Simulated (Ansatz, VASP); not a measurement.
**Two plane-wave programs on CaMg**

File INCAR:

```
  PREC = Accurate
  ENCUT = 520
  EDIFF = 1E-6
  ISMEAR = 0
  SIGMA = 0.15
  LREAL = False
  LASPH = True
  NELM = 80
  ALGO = Fast
  ISIF = 2
  LWAVE = False
  LCHARG = False
  GGA = CA
  NBANDS = 13
```

KPOINTS

```
regular mesh
0
Gamma
  12 12 12
```

POSCAR

```
CaMg
1.0
    3.9547284438      0.0000000000      0.0000000000
    0.0000000000      3.9547284438      0.0000000000
    0.0000000000      0.0000000000      3.9547284438
Ca Mg
1 1
Direct
    0.0000000000      0.0000000000      0.0000000000
    0.5000000000      0.5000000000      0.5000000000
```

Input for Ansatz:

```yaml
crystal:
  lattice:
    - [3.9547284438, 0.0, 0.0]
    - [0.0, 3.9547284438, 0.0]
    - [0.0, 0.0, 3.9547284438]
  atoms:
    - { symbol: Ca, position: [0.0, 0.0, 0.0] }
    - { symbol: Mg, position: [0.5, 0.5, 0.5] }
basis:
  ecutwfc: 520.0
kpoints:
  mp_grid: { grid: [12, 12, 12] }
hamiltonian:
  xc: lda
scf:
  occupations: { method: gaussian, width: 0.15 }
output:
  forces: true
  stress: true
  eigenvalues: true
```

Change from the starting cell: mode 4 frozen in at +0.000 Å, equal normal strain along x, y and z +0.0250.

Alike in both runs: task single point; functional LDA; k mesh 12 × 12 × 12; occupations gaussian, width 0.15 eV; no spin polarisation.

|  | VASP | Ansatz |
| --- | --- | --- |
| version | VASP 6.6.1 | Ansatz 0.2.0 |
| potentials or method | VASP PAW LDA potentials, release 64 (Ca_sv, Mg), cutoff 520 eV | scalar-relativistic, plane waves, PAW |
| valence electrons in the cell | 12 | 20 |

|  | VASP | Ansatz | Ansatz less VASP |
| --- | --- | --- | --- |
| gap on the k mesh at the Fermi level (eV) | none | none | - |
| pressure (GPa) | -2.0 | -1.8 | +0.15 |

LDA's correlation is that of Perdew and Zunger in VASP and of Perdew and Wang (1992) in Ansatz. A gap of «none» marks a metal or a gap that the smearing closes. VASP's potentials hold 12 valence electrons a cell and Ansatz's 20, so a difference there can come from the potentials and not from the codes.
